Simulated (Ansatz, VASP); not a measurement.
MgO: VASP beside Ansatz

The input INCAR:

```
PREC = Accurate
ENCUT = 600
EDIFF = 1E-6
ISMEAR = 0
SIGMA = 0.1
LREAL = False
LASPH = True
NELM = 120
ALGO = Normal
ISIF = 2
LWAVE = False
LCHARG = False
GGA = PE
NBANDS = 11
GGA_COMPAT = False
```

File KPOINTS:

```
regular mesh
0
Gamma
  8 8 8
```

Contents of POSCAR:

```
MgO
1.0
    0.0000000000      2.0970013900      2.0970013900
    2.0970013900      0.0000000000      2.0970013900
    2.0970013900      2.0970013900      0.0000000000
Mg O
1 1
Direct
    0.0000000000      0.0000000000      0.0000000000
    0.5000000000      0.5000000000      0.5000000000
```

Input for Ansatz:

```yaml
crystal:
  lattice:
    - [0.0, 2.09700139, 2.09700139]
    - [2.09700139, 0.0, 2.09700139]
    - [2.09700139, 2.09700139, 0.0]
  atoms:
    - { symbol: Mg, position: [0.0, 0.0, 0.0] }
    - { symbol: O, position: [0.5, 0.5, 0.5] }
basis:
  ecutwfc: 420
kpoints:
  mp_grid: { grid: [8, 8, 8] }
hamiltonian:
  xc: pbe
scf:
  occupations: { method: gaussian, width: 0.1 }
output:
  forces: true
  stress: true
  eigenvalues: true
```

Alike in both runs: task single point; functional PBE; k mesh 8 × 8 × 8; occupations gaussian, width 0.1 eV; no spin polarisation.

|  | VASP | Ansatz |
| --- | --- | --- |
| version | VASP 6.6.1 | Ansatz 0.2.0 |
| potentials or method | VASP PAW PBE potentials, release 64 (Mg, O), cutoff 600 eV | scalar-relativistic, plane waves, PAW |
| valence electrons in the cell | 8 | 16 |

|  | VASP | Ansatz | Ansatz less VASP |
| --- | --- | --- | --- |
| gap on the k mesh at the Fermi level (eV) | 4.85 | 4.87 | +0.015 |
| least direct gap on the mesh (eV) | 4.85 | 4.87 | +0.015 |
| pressure (GPa) | 5.9 | 6.9 | +0.98 |

VASP's potentials hold 8 valence electrons a cell and Ansatz's 16, so a difference there can come from the potentials and not from the codes.
